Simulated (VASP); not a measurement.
Input of a VASP 6.6.1 run:

The input INCAR:

```
SYSTEM = CaO
PREC = Accurate
ENCUT = 520
EDIFF = 1E-6
ISMEAR = 0
SIGMA = 0.02
LREAL = .False.
LASPH = .True.
NELM = 80
ALGO = Normal
ISIF = 2
LWAVE = .False.
LCHARG = .True.
GGA = PE
LELF = .True.
LVHAR = .True.
NBANDS = 42
```

File KPOINTS:

```
regular mesh
0
Gamma
  6 6 6
  0 0 0
```

File POSCAR:

```
CaO
1.0
   -3.5675154264      3.5675154264      3.5675154264
    3.5675154264     -3.5675154264      3.5675154264
    3.5675154264      3.5675154264     -3.5675154264
Ca O
4 4
Direct
    0.3228896894      0.0000000000      0.0000000000
    0.6771103106      0.6771103106      0.6771103106
    0.0000000000      0.3228896894      0.0000000000
    0.0000000000      0.0000000000      0.3228896894
    0.0000000000      0.6824388221      0.0000000000
    0.3175611779      0.3175611779      0.3175611779
    0.6824388221      0.0000000000      0.0000000000
    0.0000000000      0.0000000000      0.6824388221
```

Potentials or basis: VASP PAW PBE potentials, release 64 (Ca_sv, O).

Command:

```sh
$ cat potpaw_PBE.64/Ca_sv/POTCAR potpaw_PBE.64/O/POTCAR > POTCAR
$ mpirun -np 1 vasp_std > vasp.out
```

(1) What does it give for the pressure?

(2) Estimate the band gap on the k mesh.

(3) Estimate the largest force.

Results:

(1) 0.4 GPa.

(2) 2.54 eV, indirect (least direct gap 2.74 eV).

(3) 0.020 eV/Å.
